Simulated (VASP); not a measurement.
# SiC (Cm) in VASP: a series of runs

The runs below take SiC through single point, with PBE.

All numbers are computed with VASP 6.6.1; they aren't measurements. Logs are shortened: lines on timing, memory, paths and dates and some standing lists are left out, and cuts for length are marked.

## (1) The cell of the first run

Symmetry: Cm, No. 8, monoclinic system. Conventional cell: a = 5.355 Å, b = 3.092 Å, c = 10.390 Å, α = 90.00°, β = 102.40°, γ = 90.00°. Si (site symmetry m) has 5 C at 1.89 to 2.50 Å and 1 Si at 2.58 Å within 2.6 Å. Within 2.5 Å of Si (site symmetry m) lie 4 C at 1.89 to 1.91 Å. Si (site symmetry m) has 4 C at 1.89 to 1.91 Å and 1 Si at 2.58 Å within 2.6 Å. Si (site symmetry m) has 4 C at 1.89 to 1.91 Å within 2.5 Å. Within 2.5 Å of C (site symmetry m) lie 5 Si at 1.89 to 2.50 Å. C (site symmetry m) has 4 Si at 1.89 to 1.91 Å within 2.5 Å. Within 2.5 Å of C (site symmetry m) lie 4 Si at 1.89 to 1.91 Å. Within 2.5 Å of C (site symmetry m) lie 4 Si at 1.89 to 1.91 Å.

## (2) Single point, PBE (the part above a cut slid along it)

INCAR reads:

```
PREC = Accurate
ENCUT = 520
EDIFF = 1E-6
ISMEAR = 0
SIGMA = 0.05
LREAL = False
LASPH = True
NELM = 80
ALGO = Normal
ISIF = 2
LWAVE = False
LCHARG = False
GGA = PE
NBANDS = 26
```

KPOINTS reads:

```
regular mesh
0
Gamma
  10 10 3
```

POSCAR reads:

```
SiC
1.0
   -3.0917664073      0.0000000000      0.0000000000
    1.5458832036     -2.6775482513      0.0000000000
   -1.9325085929      1.1157343563     10.1480423548
Si C
4 4
Direct
    0.2891232299      0.7108767701      0.9060317656
    0.4974732299      0.5025267701      0.4060317656
    0.2683148966      0.7316851034      0.1560317656
    0.0599648966      0.9400351034      0.6560317656
    0.6275101034      0.3724898966      0.0939682344
    0.4191601034      0.5808398966      0.5939682344
    0.1900017701      0.8099982299      0.3439682344
   -0.0183482299      1.0183482299      0.8439682344
```

Potentials or basis: VASP PAW PBE potentials, release 64 (Si, C).

Run with:

```bash
$ cat potpaw_PBE.64/Si/POTCAR potpaw_PBE.64/C/POTCAR > POTCAR
$ mpirun -np 1 vasp_std > vasp.out
```

OUTCAR:

```text
PREC = Accurate
   ENCUT = 520
   EDIFF = 1E-6
   ISMEAR = 0
   LREAL = False
   LASPH = True
   NELM = 80
   ISIF = 2
   GGA = PE

 ion  position               nearest neighbor table
   1  0.289  0.711  0.906-   8 1.89   8 1.89   8 1.89   5 2.50   5 2.50   3 2.58   4 3.10   4 3.10
                             4 3.10
   2  0.497  0.503  0.406-   7 1.89   7 1.89   7 1.89   6 1.91   4 3.10   3 3.10   4 3.10   3 3.10
                             3 3.10   4 3.10
   3  0.268  0.732  0.156-   5 1.89   5 1.89   5 1.89   7 1.91   1 2.58   2 3.10   2 3.10   2 3.10

   4  0.060  0.940  0.656-   6 1.89   6 1.89   6 1.89   8 1.91   2 3.10   1 3.10   2 3.10   1 3.10
                             1 3.10   2 3.10
   5  0.628  0.372  0.094-   3 1.89   3 1.89   3 1.89   1 2.50   1 2.50
   6  0.419  0.581  0.594-   4 1.89   4 1.89   4 1.89   2 1.91
   7  0.190  0.810  0.344-   2 1.89   2 1.89   2 1.89   3 1.91
   8  0.982  0.018  0.844-   1 1.89   1 1.89   1 1.89   4 1.91

  LATTYP: Found a base centered monoclinic cell.
 ALAT       =     5.3550965025
 B/A-ratio  =     0.5773502692
 C/A-ratio  =     1.9402987061
 COS(beta)  =    -0.2147607472

  Lattice vectors:

 A1 = (   1.5458832036,  -2.6775482513,   0.0000000000)
 A2 = (   3.0917664073,   0.0000000000,   0.0000000000)
 A3 = (  -1.9325085929,   1.1157343563,  10.1480423548)

Analysis of symmetry for initial positions (statically):
=====================================================================
 Subroutine PRICEL returns:
 Original cell was already a primitive cell.

 Routine SETGRP: Setting up the symmetry group for a
 base centered monoclinic supercell.

 Subroutine GETGRP returns: Found  2 space group operations
 (whereof  2 operations were pure point group operations)
 out of a pool of  4 trial point group operations.

The static configuration has the point symmetry C_1h.

Analysis of symmetry for dynamics (positions and initial velocities):
=====================================================================
 Subroutine PRICEL returns:
 Original cell was already a primitive cell.

 Routine SETGRP: Setting up the symmetry group for a
 base centered monoclinic supercell.

 Subroutine GETGRP returns: Found  2 space group operations
 (whereof  2 operations were pure point group operations)
 out of a pool of  4 trial point group operations.

The dynamic configuration has the point symmetry C_1h.

[... 112 lines left out ...]
   EDIFFG = 0.1E-04   stopping-criterion for IOM
   NSW    =      0    number of steps for IOM
   IBRION =     -1    ionic relax: 0-MD 1-quasi-New 2-CG
   NFREE  =      0    steps in history (QN), initial steepest desc. (CG)
   ISIF   =      2    stress and relaxation
   ISYM   =      2    0-nonsym 1-usesym 2-fastsym
   POTIM  = 0.5000    time-step for ionic-motion
   TEBEG  =    0.0;   TEEND  =   0.0 temperature during run
   PSTRESS=    0.0 pullay stress
   NELECT =      32.0000    total number of electrons
   NUPDOWN=      -1.0000    fix difference up-down
   EMIN   =  10.00;   EMAX   =-10.00  energy-range for DOS
   EFERMI =   0.00;   METHOD = LEGACY
   ISMEAR =     0;   SIGMA  =   0.05  broadening in eV -4-tet -1-fermi 0-gaus
   EFERMI_NEDOS =   21; number of points for ismear=-14 and -15
   IALGO  =     38    algorithm
   IMIX   =      4    mixing-type and parameters
     AMIX     =   0.40;   BMIX     =  1.00
     AMIX_MAG =   1.60;   BMIX_MAG =  1.00
  volume/ion in A,a.u.               =      10.50        70.87
  Fermi-wavevector in a.u.,A,eV,Ry     =   1.186723  2.242582 19.161245  1.408312
  Thomas-Fermi vector in A             =   2.322890
   LORBIT       =      0    0 simple, 1 ext, 2 COOP (PROOUT), +10 PAW based schemes
   GGA     = PE    functional components
   LHFCALC =     F    Hartree Fock is set to
   AEXX    =    0.0000 exact exchange contribution
   IVDW    =     0    specifies the selected vdW correction
   LEPSILON=     F    determine dielectric tensor
   LRPA    =     F    only Hartree local field effects (RPA)
 non-spin polarized calculation
 Gauss-broadening in eV      SIGMA  =   0.05
  energy-cutoff  :      520.00
  volume of cell :       84.01
 maximum number of plane-waves:      2282
   NGX = 11   NGY = 11   NGZ = 39

 number of electron      32.0000000 magnetization

 Free energy of the ion-electron system (eV)
  ---------------------------------------------------
  ext. energy  EPLUGINS =         0.00000000
  ---------------------------------------------------
  free energy    TOTEN  =       -58.29354903 eV

  energy without entropy =      -58.29354903  energy(sigma->0) =      -58.29354903

 E-fermi :   8.5723     XC(G=0): -11.3304

 val. band max:        8.3569849811   @ k =   0.1000   0.1000  -0.0000
 cond. band min:       8.7832218154   @ k =   0.5000  -0.0000  -0.0000
 fundamental gap:      0.4262368343
 Fermi energy:         8.5722534900

 k-point     1 :       0.0000    0.0000    0.0000
  band No.  band energies     occupation
      1      -7.3354      2.00000
      2      -6.1890      2.00000
      3      -6.1179      2.00000
      4      -3.8473      2.00000
      5      -0.3900      2.00000
      6       3.6281      2.00000
[... 685 lines left out ...]
     25      17.4309      0.00000
     26      17.7826      0.00000

 [... further k-points ...]

------------------------ aborting loop because EDIFF is reached ----------------------------------------

  FORCE on cell =-STRESS in cart. coord.  units (eV):
  Direction    XX          YY          ZZ          XY          YZ          ZX
  --------------------------------------------------------------------------------------
  -------------------------------------------------------------------------------------
  Total       -1.3427781     -3.3610533      1.4439020     -1.7478776     -0.2670904      0.4626141
  in kB      -25.6087613    -64.1002506     27.5373435    -33.3346076     -5.0938092      8.8227351
  external PRESSURE =     -20.7238895 kB  Pullay stress =       0.0000000 kB

 VOLUME and BASIS-vectors are now :
 -----------------------------------------------------------------------------
  energy-cutoff  :      520.00
  volume of cell :       84.01
      direct lattice vectors                 reciprocal lattice vectors
    -3.091766407  0.000000000  0.000000000    -0.323439700 -0.186737998 -0.041062107
     1.545883204 -2.677548251  0.000000000     0.000000000 -0.373475996  0.041062107
    -1.932508593  1.115734356 10.148042355     0.000000000  0.000000000  0.098541173

 POSITION                                       TOTAL-FORCE (eV/Angst)
 -----------------------------------------------------------------------------------
     -1.54588     -0.89252      9.19445         0.614452     -0.354754      0.018643
     -1.54588     -0.89252      4.12043        -0.024087      0.013907     -0.175621
     -0.00000     -1.78503      1.58342        -0.323880      0.186992      0.296023
     -0.00000     -1.78503      6.65744        -0.128902      0.074421     -0.120955
     -1.54588     -0.89252      0.95359         0.184049     -0.106261     -0.098268
     -1.54588     -0.89252      6.02761        -0.017242      0.009955      0.077974
     -0.00000     -1.78503      3.49060         0.041537     -0.023981      0.258988
     -4.63765      0.89252      8.56463        -0.345927      0.199721     -0.256784
 -----------------------------------------------------------------------------------
    total drift:                               -0.000351      0.000203      0.000014

  FREE ENERGIE OF THE ION-ELECTRON SYSTEM (eV)
  ---------------------------------------------------
  free  energy   TOTEN  =       -58.2935490272 eV

  energy  without entropy=      -58.2935490272  energy(sigma->0) =      -58.29354903
```

stdout:

```text
POSCAR found type information on POSCAR SiC
 POSCAR found :  2 types and       8 ions
 scaLAPACK will be used
 LDA part: xc-table for (Slater+PW92), standard interpolation
 POSCAR, INCAR and KPOINTS ok, starting setup
 FFT: planning ... GRIDC
 FFT: planning ... GRID_SOFT
 FFT: planning ... GRID
 WAVECAR not read
 entering main loop
```

It took 98 s on 1 thread of Intel Xeon 6975P-C (Granite Rapids), shared host; peak memory 0.28 GiB.

What came out:

```
Free energy            : -58.2935 eV
Pressure               : -2.1 GPa
Largest force          : 0.710 eV/Å
Band gap on the k mesh : 0.43 eV (least direct gap 1.13 eV)
```

Forces in eV/Å, atoms in the order of the input:
```
Si   0.614 -0.355  0.019
Si  -0.024  0.014 -0.176
Si  -0.324  0.187  0.296
Si  -0.129  0.074 -0.121
C    0.184 -0.106 -0.098
C   -0.017  0.010  0.078
C    0.042 -0.024  0.259
C   -0.346  0.200 -0.257
```

Caveat: the cell differs from its parent crystal (the part above a cut slid along it); the stress differs along the axes, from -6 to 3 GPa; semilocal functionals underestimate gaps, and a narrow one can read as zero. A k mesh can miss the band edges.

(Part 1 of 2 ends here.)
